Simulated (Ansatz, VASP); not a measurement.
**Two plane-wave programs on AlGa3N4**

```
CELL_PARAMETERS angstrom
5.14235 0.00000 0.00012
0.00000 3.16498 0.00000
-0.00359 0.00000 5.47849
ATOMIC_POSITIONS crystal
Al 0.98999 0.50000 0.67246
Ga 0.49777 0.50000 0.33547
Ga 0.50011 0.00000 0.83146
Ga 0.00158 0.00000 0.16653
N 0.12933 0.50000 0.30005
N 0.11608 0.00000 0.85422
N 0.61178 0.00000 0.14961
N 0.64502 0.50000 0.68232
```

Change from the starting cell: mode 24 (697.0 1/cm) frozen in, largest displacement -0.225 Å.

Alike in both runs: task single point; functional PBEsol; k mesh 6 × 8 × 6; occupations gaussian, width 0.05 eV; no spin polarisation.

|  | VASP | Ansatz |
| --- | --- | --- |
| version | VASP 6.6.1 | Ansatz 0.2.0 |
| potentials or method | VASP PAW PBE potentials, release 64 (Al, Ga_d, N), cutoff 520 eV | scalar-relativistic, plane waves, PAW |
| valence electrons in the cell | 62 | 62 |

```tsv
	VASP	Ansatz	Ansatz less VASP
gap on the k mesh at the Fermi level (eV)	2.13	2.12	-0.014
least direct gap on the mesh (eV)	2.13	2.12	-0.014
pressure (GPa)	4.0	4.2	+0.20
traceless stress, the component that is largest in VASP (GPa)	-1.51	-1.48	+0.027
rms of the force components (eV/Å)	1.626	1.628	+0.0021
```

VASP's potentials were made for PBE, not for PBEsol. Atom by atom the forces differ by 0.016 eV/Å (rms over components).
